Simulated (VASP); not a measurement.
# Al (I4/mmm) in VASP: further runs, part 2 of 2

VASP 6.6.1. The steps go on from the part before.

**4. Single point, PBE+D3(BJ) (strain -0.040 along x and y, +0.080 along z)**

INCAR

```
PREC = Accurate
ENCUT = 520
EDIFF = 1E-6
ISMEAR = 0
SIGMA = 0.15
LREAL = False
LASPH = True
NELM = 60
ALGO = Fast
ISIF = 2
LWAVE = False
LCHARG = False
GGA = PE
IVDW = 12
NBANDS = 8
```

KPOINTS

```
Automatic mesh
0
Gamma
  26 26 26
```

POSCAR

```
Al
1.0
    0.0000000000      1.9117083162      2.1506718558
    1.9117083162      0.0000000000      2.1506718558
    1.9117083162      1.9117083162      0.0000000000
Al
1
Direct
    0.0000000000      0.0000000000      0.0000000000
```

On the command line:

```sh
cat potpaw_PBE.64/Al/POTCAR > POTCAR
mpirun -np 1 vasp_std > vasp.out
```

Wall time 78 s (1 thread of AMD EPYC 9R45 (Zen 5), shared host); peak memory 0.23 GiB.

It converged, with:

```yaml
Free_energy: -4.0601 eV
Pressure: 1.6 GPa
Dispersion_energy_per_atom: -0.354 eV
```

Stress tensor (GPa, compression positive):
```
 4.57  0.00  0.00
 0.00  4.57  0.00
 0.00  0.00 -4.38
```

Levels at points of the mesh, in eV from the Fermi level:
```tsv
k point	band 1	band 2	band 3	band 4	band 5
(0.00, 0.00, 0.00)	-11.44	12.17	13.56	13.56	14.78
(0.50, 0.00, 0.00)	-4.73	-4.36	9.94	10.09	13.15
(0.50, 0.50, 0.00)	-4.05	-3.17	6.27	7.42	7.42
(0.50, 0.00, 0.50)	-2.39	-0.75	4.82	5.01	5.68
```

Caveat: the cell differs from its parent crystal (strain -0.040 along x and y, +0.080 along z); pairwise dispersion overbinds metals, which lowers pressure and volume.

**5. Single point, PBE+D3(BJ) (strain +0.040 along x and y, -0.080 along z)**

INCAR

```
SYSTEM = Al
PREC = Accurate
ENCUT = 520
EDIFF = 1E-6
ISMEAR = 0
SIGMA = 0.15
LREAL = .FALSE.
LASPH = .TRUE.
NELM = 100
ALGO = Fast
ISIF = 2
LWAVE = .FALSE.
LCHARG = .FALSE.
GGA = PE
IVDW = 12
NBANDS = 8
```

KPOINTS

```
regular mesh
0
G
  26 26 26
  0 0 0
```

POSCAR

```
Al
1.0
    0.0000000000      2.0710173426      1.8320538030
    2.0710173426      0.0000000000      1.8320538030
    2.0710173426      2.0710173426      0.0000000000
Al
1
Direct
    0.0000000000      0.0000000000      0.0000000000
```

Potentials or basis: VASP PAW PBE potentials, release 64 (Al).

On the command line:

```sh
cat potpaw_PBE.64/Al/POTCAR > POTCAR
mpirun -np 1 vasp_std > vasp.out
```

OUTCAR:

```text
SYSTEM = Al
   PREC = Accurate
   ENCUT = 520
   EDIFF = 1E-6
   ISMEAR = 0
   LREAL = .FALSE.
   LASPH = .TRUE.
   NELM = 100
   ISIF = 2
   GGA = PE
   IVDW = 12
 IVDW          = 12

 ion  position               nearest neighbor table
   1  0.000  0.000  0.000-

  LATTYP: Found a body centered tetragonal cell.
 ALAT       =     2.9288608138
 C/A-ratio  =     1.2510350744

  Lattice vectors:

 A1 = (   0.0000000000,  -2.0710173426,  -1.8320538030)
 A2 = (   0.0000000000,   2.0710173426,  -1.8320538030)
 A3 = (   2.0710173426,   0.0000000000,   1.8320538030)

[... 446 lines left out ...]

------------------------ aborting loop because EDIFF is reached ----------------------------------------

 Edisp (eV)   -0.35367

 E8    (eV) :    -0.1582

  FORCE on cell =-STRESS in cart. coord.  units (eV):
  Direction    XX          YY          ZZ          XY          YZ          ZX
  --------------------------------------------------------------------------------------
  -------------------------------------------------------------------------------------
  Total      -0.10461    -0.10461     0.59380     0.00000     0.00000    -0.00000
  in kB     -10.66509   -10.66509    60.53607     0.00000     0.00000    -0.00000
  external pressure =       13.07 kB  Pullay stress =        0.00 kB

 VOLUME and BASIS-vectors are now :
 -----------------------------------------------------------------------------
  energy-cutoff  :      520.00
  volume of cell :       15.72
      direct lattice vectors                 reciprocal lattice vectors
     0.000000000  2.071017343  1.832053803    -0.241427240  0.241427240  0.272917749
     2.071017343  0.000000000  1.832053803     0.241427240 -0.241427240  0.272917749
     2.071017343  2.071017343  0.000000000     0.241427240  0.241427240 -0.272917749

 POSITION                                       TOTAL-FORCE (eV/Angst)
 -----------------------------------------------------------------------------------
      0.00000      0.00000      0.00000         0.000000      0.000000      0.000000
 -----------------------------------------------------------------------------------
    total drift:                                0.000000     -0.000000     -0.000000

  FREE ENERGIE OF THE ION-ELECTRON SYSTEM (eV)
  ---------------------------------------------------
  free  energy   TOTEN  =        -4.0628092957 eV

  energy  without entropy=       -4.0585627236  energy(sigma->0) =       -4.06068601
```

stdout:

```text
POSCAR found type information on POSCAR Al
 POSCAR found :  1 types and       1 ions
 scaLAPACK will be used
 LDA part: xc-table for (Slater+PW92), standard interpolation
 POSCAR, INCAR and KPOINTS ok, starting setup
 FFT: planning ... GRIDC
 FFT: planning ... GRID_SOFT
 FFT: planning ... GRID
 WAVECAR not read
 entering main loop
```

It took 89 s on 1 thread of AMD EPYC 9R45 (Zen 5), shared host; peak memory 0.23 GiB.

What came out:

```yaml
Free_energy: -4.0628 eV
Pressure: 1.3 GPa
Dispersion_energy_per_atom: -0.354 eV
```

Caveat: the cell differs from its parent crystal (strain +0.040 along x and y, -0.080 along z); pairwise dispersion overbinds metals, which lowers pressure and volume.

**6. Single point, PBE+D3(BJ) (strain +0.040 along x and y, -0.040 along z)**

INCAR

```
ALGO = Fast
EDIFF = 1E-7
ENCUT = 520
GGA = PE
ISIF = 2
ISMEAR = 0
IVDW = 12
LASPH = T
LCHARG = T
LELF = T
LREAL = F
LVHAR = T
LWAVE = F
NBANDS = 8
NELM = 60
PREC = Accurate
SIGMA = 0.15
```

KPOINTS

```
k-points
0
Gamma
  26 26 26
```

POSCAR

```
Al
1.0
    0.0000000000      2.0710173426      1.9117083162
    2.0710173426      0.0000000000      1.9117083162
    2.0710173426      2.0710173426      0.0000000000
Al
1
Direct
    0.0000000000      0.0000000000      0.0000000000
```

Potentials or basis: VASP PAW PBE potentials, release 64 (Al).

On the command line:

```sh
cat potpaw_PBE.64/Al/POTCAR > POTCAR
mpirun -np 1 vasp_std > vasp.out
```

It took 1.7 min on 1 thread of AMD EPYC 9R45 (Zen 5), shared host; peak memory 0.24 GiB.

Results (log left out):

* Free energy: -4.0753 eV
* Pressure: -2.6 GPa
* Dispersion energy per atom: -0.338 eV

Stress tensor (GPa, compression positive):
```
-3.97  0.00  0.00
 0.00 -3.97  0.00
 0.00  0.00  0.13
```

Levels at points of the mesh, in eV from the Fermi level:
```tsv
k point	band 1	band 2	band 3	band 4	band 5	band 6
(0.00, 0.00, 0.00)	-11.16	12.47	12.47	13.31	14.08	14.34
(0.50, 0.00, 0.00)	-4.59	-4.35	10.55	10.63	11.94	12.11
(0.50, 0.50, 0.00)	-2.08	-0.47	4.68	4.68	4.68	8.16
(0.50, 0.00, 0.50)	-3.30	-2.13	5.66	5.93	6.46	9.65
```

Caveat: the cell differs from its parent crystal (strain +0.040 along x and y, -0.040 along z); pairwise dispersion overbinds metals, which lowers pressure and volume.

**7. Overview**

```csv
cell,further INCAR settings,gap on the mesh (eV),pressure (GPa)
"a = 2.931, b = 2.931, c = 3.042 Å, angles 58.7, 58.7, 62.5°, 1 atom",ALGO = Fast; EDIFF = 1e-06; NBANDS = 8,none,-9.1
"a = 2.706, b = 2.706, c = 2.816 Å, angles 58.6, 58.6, 62.7°, 1 atom",ALGO = Fast; EDIFF = 1e-06; NBANDS = 8,none,9.2
"a = 2.878, b = 2.878, c = 2.704 Å, angles 62.0, 62.0, 56.0°, 1 atom",ALGO = Fast; EDIFF = 1e-06; NBANDS = 8,none,1.6
"a = 2.765, b = 2.765, c = 2.929 Å, angles 58.0, 58.0, 64.0°, 1 atom",ALGO = Fast; EDIFF = 1e-06; NBANDS = 8,none,1.3
"a = 2.818, b = 2.818, c = 2.929 Å, angles 58.7, 58.7, 62.6°, 1 atom",ALGO = Fast; EDIFF = 1e-07; NBANDS = 8,none,-2.6
```

Alike in all rows: task single point; level PBE+D3(BJ); potentials or basis VASP PAW PBE potentials, release 64 (Al); no spin polarisation; k mesh 26 × 26 × 26; cutoff (eV) 520; smearing gaussian 0.15 eV.

Caveats: pairwise dispersion overbinds metals, which lowers pressure and volume.

Absolute energies hang on the potentials; compare differences alone.
